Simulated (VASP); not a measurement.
# TiAl3 (Pm-3m) in VASP: further runs

The runs below take TiAl3 through single point, with PBEsol.

Program: VASP 6.6.1. These are calculated values, not measurements. Logs are shortened: lines on timing, memory, paths and dates and some standing lists are left out, and cuts for length are marked.

### 1 The cell of the first run

It takes space group Pm-3m (No. 221, cubic). The conventional cell has a = 3.826 Å, b = 3.826 Å, c = 3.826 Å, α = 90.00°, β = 90.00°, γ = 90.00°. Within 3.6 Å of Ti (site symmetry m-3m) lie 12 Al at 2.71 Å. Al (site symmetry 4/mmm) has 4 Ti at 2.71 Å and 8 Al at 2.71 Å within 3.6 Å.

### 2 Single point, PBEsol (volume scaled by 0.91)

INCAR reads:

```
SYSTEM = TiAl3
ALGO     = Normal         ! electronic algorithm
EDIFF    = 1E-6           ! SCF threshold, eV
ENCUT    = 520            ! plane-wave cutoff, eV
GGA      = PS             ! functional
ISIF     = 2              ! what is computed and relaxed
ISMEAR   = 0              ! smearing method
LASPH    = .True.         ! aspherical terms in the spheres
LCHARG   = .False.        ! write CHGCAR
LREAL    = .False.        ! projectors in reciprocal space
LWAVE    = .False.        ! write WAVECAR
NBANDS   = 18             ! bands
NELM     = 60             ! most SCF steps
PREC     = Accurate       ! precision mode
SIGMA    = 0.1            ! smearing width, eV
```

KPOINTS reads:

```
k-points
0
Gamma
  10 10 10
  0 0 0
```

POSCAR reads:

```
TiAl3
1.0
    3.8261518629      0.0000000000      0.0000000000
    0.0000000000      3.8261518629      0.0000000000
    0.0000000000      0.0000000000      3.8261518629
Ti Al
1 3
Direct
    0.0000000000      0.0000000000      0.0000000000
    0.5000000000      0.5000000000      0.0000000000
    0.5000000000      0.0000000000      0.5000000000
    0.0000000000      0.5000000000      0.5000000000
```

Potentials or basis: VASP PAW PBE potentials, release 64 (Ti_sv, Al).

Command:

```console
$ cat potpaw_PBE.64/Ti_sv/POTCAR potpaw_PBE.64/Al/POTCAR > POTCAR
$ mpirun -np 1 vasp_std > vasp.out
```

OUTCAR:

```text
SYSTEM = TiAl3
   EDIFF = 1E-6
   ENCUT = 520
   GGA = PS
   ISIF = 2
   ISMEAR = 0
   LASPH = .True.
   LREAL = .False.
   NELM = 60
   PREC = Accurate

 ion  position               nearest neighbor table
   1  0.000  0.000  0.000-   2 2.71   3 2.71   4 2.71   3 2.71   4 2.71   2 2.71   4 2.71   4 2.71
                             2 2.71   3 2.71   3 2.71   2 2.71
   2  0.500  0.500  0.000-   1 2.71   3 2.71   4 2.71   3 2.71   4 2.71   1 2.71   3 2.71   3 2.71
                             1 2.71   4 2.71   4 2.71   1 2.71
   3  0.500  0.000  0.500-   1 2.71   2 2.71   4 2.71   1 2.71   2 2.71   2 2.71   4 2.71   2 2.71
                             1 2.71   4 2.71   1 2.71   4 2.71
   4  0.000  0.500  0.500-   1 2.71   2 2.71   3 2.71   1 2.71   2 2.71   1 2.71   3 2.71   1 2.71
                             2 2.71   3 2.71   2 2.71   3 2.71

  LATTYP: Found a simple cubic cell.
 ALAT       =     3.8261518629

  Lattice vectors:

 A1 = (   3.8261518629,   0.0000000000,   0.0000000000)
 A2 = (   0.0000000000,   3.8261518629,   0.0000000000)
 A3 = (   0.0000000000,   0.0000000000,   3.8261518629)

Analysis of symmetry for initial positions (statically):
=====================================================================
 Subroutine PRICEL returns:
 Original cell was already a primitive cell.

 Routine SETGRP: Setting up the symmetry group for a
 simple cubic supercell.

 Subroutine GETGRP returns: Found 48 space group operations
 (whereof 48 operations were pure point group operations)
 out of a pool of 48 trial point group operations.

The static configuration has the point symmetry O_h .

Analysis of symmetry for dynamics (positions and initial velocities):
=====================================================================
 Subroutine PRICEL returns:
 Original cell was already a primitive cell.

 Routine SETGRP: Setting up the symmetry group for a
 simple cubic supercell.

 Subroutine GETGRP returns: Found 48 space group operations
 (whereof 48 operations were pure point group operations)
 out of a pool of 48 trial point group operations.

The dynamic configuration has the point symmetry O_h .

 Subroutine INISYM returns: Found 48 space group operations
 (whereof 48 operations are pure point group operations),
 and found     1 'primitive' translations

----------------------------------------------------------------------------------------

                                     Primitive cell

  volume of cell :      56.0127

  direct lattice vectors                    reciprocal lattice vectors
     3.826151863  0.000000000  0.000000000     0.261359203  0.000000000  0.000000000
     0.000000000  3.826151863  0.000000000     0.000000000  0.261359203  0.000000000
     0.000000000  0.000000000  3.826151863     0.000000000  0.000000000  0.261359203

  length of vectors
     3.826151863  3.826151863  3.826151863     0.261359203  0.261359203  0.261359203

  position of ions in fractional coordinates (direct lattice)
     0.000000000  0.000000000  0.000000000
     0.500000000  0.500000000  0.000000000
     0.500000000  0.000000000  0.500000000
     0.000000000  0.500000000  0.500000000

  ion indices of the primitive-cell ions
   primitive index   ion index
                 1           1
                 2           2
                 3           3
                 4           4

----------------------------------------------------------------------------------------

 KPOINTS: k-points

Automatic generation of k-mesh.
 Grid dimensions read from file:
 generate k-points for:   10   10   10

 Generating k-lattice:

  Cartesian coordinates                     Fractional coordinates (reciprocal lattice)
     0.026135920  0.000000000  0.000000000     0.100000000  0.000000000  0.000000000
     0.000000000  0.026135920  0.000000000     0.000000000  0.100000000  0.000000000
     0.000000000  0.000000000  0.026135920     0.000000000  0.000000000  0.100000000

  Length of vectors
     0.026135920  0.026135920  0.026135920

  Shift w.r.t. Gamma in fractional coordinates (k-lattice)
     0.000000000  0.000000000  0.000000000

 Subroutine IBZKPT returns following result:
 ===========================================

 Found     56 irreducible k-points:

 Following reciprocal coordinates:
            Coordinates               Weight
  0.000000  0.000000  0.000000      1.000000
  0.100000  0.000000  0.000000      6.000000
  0.200000  0.000000  0.000000      6.000000
  0.300000  0.000000  0.000000      6.000000
  0.400000  0.000000  0.000000      6.000000
  0.500000  0.000000  0.000000      3.000000
[... 16 lines left out ...]
  0.200000  0.100000  0.100000     24.000000
  0.300000  0.100000  0.100000     24.000000
 [... further k-points ...]
   k-points           NKPTS =     56   k-points in BZ     NKDIM =     56   number of bands    NBANDS=     18
   number of dos      NEDOS =    301   number of ions     NIONS =      4
   total plane-waves  NPLWV =  21952
   dimension x,y,z NGX =    28 NGY =   28 NGZ =   28
   dimension x,y,z NGXF=    56 NGYF=   56 NGZF=   56
   ions per type =               1   3
   NGX,Y,Z   is equivalent  to a cutoff of  12.17, 12.17, 12.17 a.u.
   NGXF,Y,Z  is equivalent  to a cutoff of  24.33, 24.33, 24.33 a.u.
 SYSTEM =  TiAl3
   PREC   = accura    normal or accurate (medium, high low for compatibility)
   ISTART =      0    job   : 0-new  1-cont  2-samecut
   ICHARG =      2    charge: 1-file 2-atom 10-const
   ISPIN  =      1    spin polarized calculation?
   LNONCOLLINEAR =      F non collinear calculations
   LSORBIT =      F    spin-orbit coupling
   LASPH  =      T    aspherical Exc in radial PAW
   ENCUT  =  520.0 eV  38.22 Ry    6.18 a.u.   7.11  7.11  7.11*2*pi/ulx,y,z
   NELM   =     60;   NELMIN=  2; NELMDL= -5     # of ELM steps
   EDIFF  = 0.1E-05   stopping-criterion for ELM
   LREAL  =      F    real-space projection
   EDIFFG = 0.1E-04   stopping-criterion for IOM
   NSW    =      0    number of steps for IOM
   IBRION =     -1    ionic relax: 0-MD 1-quasi-New 2-CG
   NFREE  =      0    steps in history (QN), initial steepest desc. (CG)
   ISIF   =      2    stress and relaxation
   ISYM   =      2    0-nonsym 1-usesym 2-fastsym
   POTIM  = 0.5000    time-step for ionic-motion
   TEBEG  =    0.0;   TEEND  =   0.0 temperature during run
   PSTRESS=    0.0 pullay stress
   NELECT =      21.0000    total number of electrons
   NUPDOWN=      -1.0000    fix difference up-down
   EMIN   =  10.00;   EMAX   =-10.00  energy-range for DOS
   EFERMI =   0.00;   METHOD = LEGACY
   ISMEAR =     0;   SIGMA  =   0.10  broadening in eV -4-tet -1-fermi 0-gaus
   EFERMI_NEDOS =   21; number of points for ismear=-14 and -15
   IALGO  =     38    algorithm
   IMIX   =      4    mixing-type and parameters
     AMIX     =   0.40;   BMIX     =  1.00
     AMIX_MAG =   1.60;   BMIX_MAG =  1.00
  volume/ion in A,a.u.               =      14.00        94.50
  Fermi-wavevector in a.u.,A,eV,Ry     =   1.180463  2.230752 18.959623  1.393493
  Thomas-Fermi vector in A             =   2.316755
   LORBIT       =      0    0 simple, 1 ext, 2 COOP (PROOUT), +10 PAW based schemes
   GGA     = PS    functional components
   LHFCALC =     F    Hartree Fock is set to
   AEXX    =    0.0000 exact exchange contribution
   IVDW    =     0    specifies the selected vdW correction
   LEPSILON=     F    determine dielectric tensor
   LRPA    =     F    only Hartree local field effects (RPA)
 non-spin polarized calculation
 Gauss-broadening in eV      SIGMA  =   0.10
  energy-cutoff  :      520.00
  volume of cell :       56.01
 maximum number of plane-waves:      1522
   NGX = 15   NGY = 15   NGZ = 15

 number of electron      21.0000009 magnetization

 Free energy of the ion-electron system (eV)
  ---------------------------------------------------
  ext. energy  EPLUGINS =         0.00000000
  ---------------------------------------------------
  free energy    TOTEN  =       -21.91803191 eV

  energy without entropy =      -21.90827016  energy(sigma->0) =      -21.91315104

 E-fermi :  10.2044     XC(G=0): -11.3272

 val. band max:       10.1641537859   @ k =   0.4000   0.4000   0.1000
 cond. band min:      10.2155443494   @ k =   0.1000   0.1000   0.1000
 fundamental gap:      0.0513905635
 Fermi energy:        10.2044043866

 k-point     1 :       0.0000    0.0000    0.0000
  band No.  band energies     occupation
      1     -46.3116      2.00000
      2     -22.7498      2.00000
      3     -22.7498      2.00000
      4     -22.7498      2.00000
      5      -1.2519      2.00000
      6       6.8286      2.00000
[... 10 lines left out ...]
     17      16.3994      0.00000
     18      16.3994      0.00000

 k-point     2 :       0.1000    0.0000    0.0000
  band No.  band energies     occupation
      1     -46.3114      2.00000
      2     -22.7530      2.00000
      3     -22.7496      2.00000
      4     -22.7496      2.00000
      5      -1.1469      2.00000
      6       6.1169      2.00000
[... 10 lines left out ...]
     17      16.2539      0.00000
     18      16.2543      0.00000

 k-point     3 :       0.2000    0.0000    0.0000
  band No.  band energies     occupation
      1     -46.3110      2.00000
      2     -22.7613      2.00000
      3     -22.7490      2.00000
      4     -22.7490      2.00000
      5      -0.8349      2.00000
      6       4.8860      2.00000
[... 10 lines left out ...]
     17      15.5660      0.00000
     18      15.6434      0.00000

 k-point     4 :       0.3000    0.0000    0.0000
  band No.  band energies     occupation
      1     -46.3106      2.00000
      2     -22.7717      2.00000
      3     -22.7483      2.00000
      4     -22.7483      2.00000
      5      -0.3268      2.00000
      6       3.6246      2.00000
[... 375 lines left out ...]
      4     -22.7523      2.00000
      5      -0.9387      2.00000
      6       6.1171      2.00000
[... 10 lines left out ...]
     17      16.0114      0.00000
     18      16.0416      0.00000

 k-point    23 :       0.2000    0.1000    0.1000
  band No.  band energies     occupation
      1     -46.3107      2.00000
      2     -22.7608      2.00000
      3     -22.7520      2.00000
      4     -22.7517      2.00000
      5      -0.6305      2.00000
      6       5.0369      2.00000
[... 10 lines left out ...]
     17      15.5412      0.00000
     18      15.5518      0.00000

 k-point    24 :       0.3000    0.1000    0.1000
  band No.  band energies     occupation
      1     -46.3103      2.00000
      2     -22.7710      2.00000
      3     -22.7513      2.00000
      4     -22.7509      2.00000
      5      -0.1291      2.00000
      6       3.7976      2.00000
[... 10 lines left out ...]
     17      14.9026      0.00000
     18      16.2248      0.00000

 [... further k-points ...]
[... 5 lines left out ...]
  --------------------------------------------------------------------------------------
  -------------------------------------------------------------------------------------
  Total        4.4994769      4.4994769      4.4994769      0.0000000      0.0000000      0.0000000
  in kB      128.7022090    128.7022090    128.7022090      0.0000000      0.0000000      0.0000000
  external PRESSURE =     128.7022090 kB  Pullay stress =       0.0000000 kB

 VOLUME and BASIS-vectors are now :
 -----------------------------------------------------------------------------
  energy-cutoff  :      520.00
  volume of cell :       56.01
      direct lattice vectors                 reciprocal lattice vectors
     3.826151863  0.000000000  0.000000000     0.261359203  0.000000000  0.000000000
     0.000000000  3.826151863  0.000000000     0.000000000  0.261359203  0.000000000
     0.000000000  0.000000000  3.826151863     0.000000000  0.000000000  0.261359203

 POSITION                                       TOTAL-FORCE (eV/Angst)
 -----------------------------------------------------------------------------------
      0.00000      0.00000      0.00000         0.000000      0.000000      0.000000
      1.91308      1.91308      0.00000         0.000000      0.000000      0.000000
      1.91308      0.00000      1.91308         0.000000      0.000000      0.000000
      0.00000      1.91308      1.91308         0.000000      0.000000      0.000000
 -----------------------------------------------------------------------------------
    total drift:                               -0.000000     -0.000000     -0.000000

  FREE ENERGIE OF THE ION-ELECTRON SYSTEM (eV)
  ---------------------------------------------------
  free  energy   TOTEN  =       -21.9180319124 eV

  energy  without entropy=      -21.9082701637  energy(sigma->0) =      -21.91315104
```

Wall time 20 s (1 thread of Intel Xeon 6975P-C (Granite Rapids), shared host); peak memory 0.18 GiB.

Results:

```
Free energy : -21.9180 eV
Pressure    : 12.9 GPa
```

Levels at points of the mesh, in eV from the Fermi level:
```csv
k point,band 7,band 8,band 9,band 10,band 11,band 12,band 13,band 14
"(0.00, 0.00, 0.00)",-3.38,-2.27,-2.27,-2.27,0.10,0.10,0.10,0.58
"(0.50, 0.00, 0.00)",-2.52,-2.51,-2.51,0.40,0.82,0.82,0.91,1.06
"(0.50, 0.50, 0.00)",-6.38,-5.40,-1.43,-1.43,0.64,0.97,1.07,1.27
"(0.50, 0.50, 0.50)",-5.42,-5.42,-3.70,-3.70,-3.70,0.31,1.33,1.33
```

Caveat: the cell differs from its parent crystal (volume scaled by 0.91); the PAW data sets were made with another functional, which shifts forces and pressure a little.

### 3 Single point, PBEsol (volume scaled by 0.94)

INCAR reads:

```
SYSTEM = TiAl3
ALGO = Fast
EDIFF = 1E-6
ENCUT = 520
GGA = PS
ISIF = 2
ISMEAR = 0
LASPH = .True.
LCHARG = .True.
LELF = .True.
LREAL = .False.
LVHAR = .True.
LWAVE = .False.
NBANDS = 18
NELM = 80
PREC = Accurate
SIGMA = 0.1
```

KPOINTS is that of step 2.

POSCAR reads:

```
TiAl3
1.0
    3.8677437286      0.0000000000      0.0000000000
    0.0000000000      3.8677437286      0.0000000000
    0.0000000000      0.0000000000      3.8677437286
Ti Al
1 3
Direct
    0.0000000000      0.0000000000      0.0000000000
    0.5000000000      0.5000000000      0.0000000000
    0.5000000000      0.0000000000      0.5000000000
    0.0000000000      0.5000000000      0.5000000000
```

Potentials or basis: VASP PAW PBE potentials, release 64 (Ti_sv, Al).

Command:

```console
$ cat potpaw_PBE.64/Ti_sv/POTCAR potpaw_PBE.64/Al/POTCAR > POTCAR
$ mpirun -np 1 vasp_std > vasp.out
```

Wall time 52 s (1 thread of Intel Xeon 6975P-C (Granite Rapids), shared host); peak memory 0.19 GiB.

Results (log left out):

| Quantity | Value |
| --- | --- |
| Free energy | -22.0378 eV |
| Pressure | 7.9 GPa |

Levels at points of the mesh, in eV from the Fermi level:
| k point | band 8 | band 9 | band 10 | band 11 | band 12 | band 13 |
| --- | --- | --- | --- | --- | --- | --- |
| (0.00, 0.00, 0.00) | -2.25 | -2.25 | -2.25 | 0.11 | 0.11 | 0.11 |
| (0.50, 0.00, 0.00) | -2.44 | -2.42 | 0.39 | 0.78 | 0.78 | 0.93 |
| (0.50, 0.50, 0.00) | -5.29 | -1.38 | -1.38 | 0.62 | 0.92 | 1.07 |
| (0.50, 0.50, 0.50) | -5.29 | -3.65 | -3.65 | -3.65 | 0.25 | 1.28 |

Caveat: the cell differs from its parent crystal (volume scaled by 0.94); the PAW data sets were made with another functional, which shifts forces and pressure a little.

### 4 Single point, PBEsol (volume scaled by 0.97)

INCAR reads:

```
PREC = Accurate
ENCUT = 520
EDIFF = 1E-6
ISMEAR = 0
SIGMA = 0.1
LREAL = False
LASPH = True
NELM = 60
ALGO = Fast
ISIF = 2
LWAVE = False
LCHARG = False
GGA = PS
NBANDS = 18
```

KPOINTS reads:

```
Automatic mesh
0
Gamma
  10 10 10
```

POSCAR reads:

```
TiAl3
1.0
    3.9084598126      0.0000000000      0.0000000000
    0.0000000000      3.9084598126      0.0000000000
    0.0000000000      0.0000000000      3.9084598126
Ti Al
1 3
Direct
    0.0000000000      0.0000000000      0.0000000000
    0.5000000000      0.5000000000      0.0000000000
    0.5000000000      0.0000000000      0.5000000000
    0.0000000000      0.5000000000      0.5000000000
```

Command:

```console
$ cat potpaw_PBE.64/Ti_sv/POTCAR potpaw_PBE.64/Al/POTCAR > POTCAR
$ mpirun -np 1 vasp_std > vasp.out
```

It took 45 s on 1 thread of Intel Xeon 6975P-C (Granite Rapids), shared host; peak memory 0.2 GiB.

Results (log left out):

```yaml
Free_energy: -22.1049 eV
Pressure: 3.7 GPa
```

Levels at points of the mesh, in eV from the Fermi level:
```
           k point  band 8  band 9  band 10  band 11  band 12  band 13
(0.00, 0.00, 0.00)   -2.22   -2.22    -2.22     0.12     0.12     0.12
(0.50, 0.00, 0.00)   -2.37   -2.33     0.38     0.75     0.75     0.95
(0.50, 0.50, 0.00)   -5.19   -1.34    -1.34     0.61     0.88     1.07
(0.50, 0.50, 0.50)   -5.17   -3.60    -3.60    -3.60     0.20     1.23
```

Caveat: the cell differs from its parent crystal (volume scaled by 0.97); the PAW data sets were made with another functional, which shifts forces and pressure a little.

### 5 Single point, PBEsol

This run uses another cell than the first one, of 15.47 Å³/atom, 1.105 times its volume.

INCAR reads:

```
ALGO = Normal
EDIFF = 1E-6
ENCUT = 520
GGA = PS
ISIF = 2
ISMEAR = 0
LASPH = T
LCHARG = F
LREAL = F
LWAVE = F
NBANDS = 18
NELM = 60
PREC = Accurate
SIGMA = 0.1
```

KPOINTS reads:

```
k-points
0
Gamma
  10 10 10
```

POSCAR reads:

```
TiAl3
1.0
    3.9556712500      0.0000000000      0.0000000000
    0.0000000000      3.9556712500      0.0000000000
    0.0000000000      0.0000000000      3.9556712500
Ti Al
1 3
Direct
    0.0000000000      0.0000000000      0.0000000000
    0.5000000000      0.5000000000      0.0000000000
    0.5000000000      0.0000000000      0.5000000000
    0.0000000000      0.5000000000      0.5000000000
```

Command:

```console
$ cat potpaw_PBE.64/Ti_sv/POTCAR potpaw_PBE.64/Al/POTCAR > POTCAR
$ mpirun -np 1 vasp_std > vasp.out
```

Run time: 22 s. Hardware: 1 thread of Intel Xeon 6975P-C (Granite Rapids), shared host; peak memory 0.2 GiB.

Results (log left out):

* Free energy: -22.1265 eV
* Pressure: -0.6 GPa

Levels at points of the mesh, in eV from the Fermi level:
```
           k point  band 8  band 9  band 10  band 11  band 12  band 13
(0.00, 0.00, 0.00)   -2.19   -2.19    -2.19     0.13     0.13     0.13
(0.50, 0.00, 0.00)   -2.29   -2.23     0.38     0.72     0.72     0.92
(0.50, 0.50, 0.00)   -5.07   -1.29    -1.29     0.60     0.84     1.07
(0.50, 0.50, 0.50)   -5.02   -3.53    -3.53    -3.53     0.15     1.18
```

Caveat: the PAW data sets were made with another functional, which shifts forces and pressure a little.

### 6 The runs side by side

| cell | gap on the mesh (eV) | pressure (GPa) |
| --- | --- | --- |
| a = 3.826 Å, 4 atoms | none | 12.9 |
| a = 3.868 Å, 4 atoms | none | 7.9 |
| a = 3.908 Å, 4 atoms | none | 3.7 |
| a = 3.956 Å, 4 atoms | none | -0.6 |

Alike in all rows: task single point; level PBEsol; potentials or basis VASP PAW PBE potentials, release 64 (Ti_sv, Al); no spin polarisation; k mesh 10 × 10 × 10; cutoff (eV) 520; smearing gaussian 0.1 eV.

Caveats: the PAW data sets were made with another functional, which shifts forces and pressure a little.

Absolute energies hang on the potentials; compare differences alone.
